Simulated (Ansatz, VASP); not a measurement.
# AlNi in VASP and in Ansatz

The input INCAR:

```
ALGO = Fast ; EDIFF = 1E-6
ENCUT = 520 ; GGA = PE
ISIF = 2 ; ISMEAR = 0
LASPH = T ; LCHARG = F
LREAL = F ; LWAVE = F
NBANDS = 14 ; NELM = 60
PREC = Accurate ; SIGMA = 0.15
```

The input KPOINTS:

```
k-points
0
Gamma
  16 16 16
```

File POSCAR:

```
AlNi
1.0
    2.8687141731      0.0000000000      0.0000000000
    0.0000000000      2.8687141731      0.0000000000
    0.0000000000      0.0000000000      2.8687141731
Al Ni
1 1
Direct
    0.0000000000      0.0000000000     -0.0276555959
    0.5000000000      0.5000000000      0.5127133634
```

Input for Ansatz:

```yaml
crystal:
  lattice:
    - [2.8687141731, 0.0, 0.0]
    - [0.0, 2.8687141731, 0.0]
    - [0.0, 0.0, 2.8687141731]
  atoms:
    - { symbol: Al, position: [0.0, 0.0, -0.0276555959] }
    - { symbol: Ni, position: [0.5, 0.5, 0.5127133634] }
basis:
  ecutwfc: 520.0
kpoints:
  mp_grid: { grid: [16, 16, 16] }
hamiltonian:
  xc: pbe
  pseudopotentials: { kind: paw, azcp: { folder: soft_1 } }
scf:
  occupations: { method: gaussian, width: 0.15 }
output:
  forces: true
  stress: true
  eigenvalues: true
```

Change from the starting cell: mode 6 frozen in at -0.080 Å, equal normal strain along x, y and z -0.0083.

Alike in both runs: task single point; functional PBE; k mesh 16 × 16 × 16; occupations gaussian, width 0.15 eV; no spin polarisation.

|  | VASP | Ansatz |
| --- | --- | --- |
| version | VASP 6.6.1 | Ansatz 0.2.0 |
| potentials or method | VASP PAW PBE potentials, release 64 (Al, Ni), cutoff 520 eV | scalar-relativistic, plane waves, PAW |
| valence electrons in the cell | 13 | 21 |

```tsv
	VASP	Ansatz	Ansatz less VASP
gap on the k mesh at the Fermi level (eV)	none	none	-
pressure (GPa)	5.1	5.1	-0.02
traceless stress, the component that is largest in VASP (GPa)	-0.50	-0.49	+0.007
rms of the force components (eV/Å)	0.421	0.418	-0.0027
```

Atom by atom the forces differ by 0.003 eV/Å (rms over components). A gap of «none» marks a metal or a gap that the smearing closes. VASP's potentials hold 13 valence electrons a cell and Ansatz's 21, so a difference there can come from the potentials and not from the codes.
